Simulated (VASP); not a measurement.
The system is DyBe.

```
CELL_PARAMETERS angstrom
3.31353 0.00000 0.00000
0.00000 3.31353 0.00000
0.00000 0.00000 6.45436
ATOMIC_POSITIONS crystal
Dy 0.50000 0.50000 0.44690
Dy 0.50000 0.50000 0.94690
Be 0.00000 0.50000 0.71512
Be 0.50000 0.00000 0.21512
```

The cell was generated, and may not be a known phase.

- Program: VASP 6.6.1
- Task: relaxation of cell and atoms
- Functional: PBE
- Potentials or basis: VASP PAW PBE potentials, release 64 (Dy_3, Be), 4f in core
- Cutoff: 600 eV
- k mesh: 6 × 6 × 3
- Occupations: gaussian, width 0.2 eV
- Spin: no spin polarisation

At the start: pressure 33.6 GPa; volume 17.72 Å³/atom.

Task: How do energy, volume and symmetry change on relaxing?

Result: Over 12 steps the energy falls by 1073.5 meV/atom and the volume is 23.25 Å³/atom (+31.2 %); space group P4_2mc (No. 105, to 0.1 Å) before, P4_2/mmc (No. 131, to 0.1 Å).

The path:
```tsv
step	energy change (eV)	largest force (eV/Å)	pressure (GPa)	volume (Å³)
1	0.0000	1.4741	33.57	70.87
2	-3.7980	0.1666	-1.28	115.71
3	-3.8055	0.1315	-0.42	112.89
4	-3.8050	0.1442	-0.72	113.86
5	-3.8882	0.0796	-1.01	112.62
6	-4.0820	0.1070	-1.84	108.33
7	-4.1807	0.3641	-2.13	97.46
8	-4.1905	0.2714	-2.34	103.56
9	-4.2744	0.2154	-0.75	96.62
10	-4.2877	0.1804	0.24	93.24
11	-4.2878	0.1763	0.36	92.88
12	-4.2940	0.0598	0.13	92.99
```

Final structure:
```yaml
crystal:
  lattice:
    - [3.14243, 0.00000, 0.00000]
    - [0.00000, 3.14243, 0.00000]
    - [0.00000, 0.00000, 9.41645]
  atoms:
    - { symbol: Dy, position: [0.50000, 0.50000, 0.45537] }
    - { symbol: Dy, position: [0.50000, 0.50000, 0.95537] }
    - { symbol: Be, position: [0.00000, 0.50000, 0.70665] }
    - { symbol: Be, position: [0.50000, 0.00000, 0.20665] }
```

Caveat: the volume moved by over 15 % at a fixed basis, so the end points are rough; the relaxation stopped at a loose force limit of 0.08 eV/Å, so its end isn't a converged minimum.
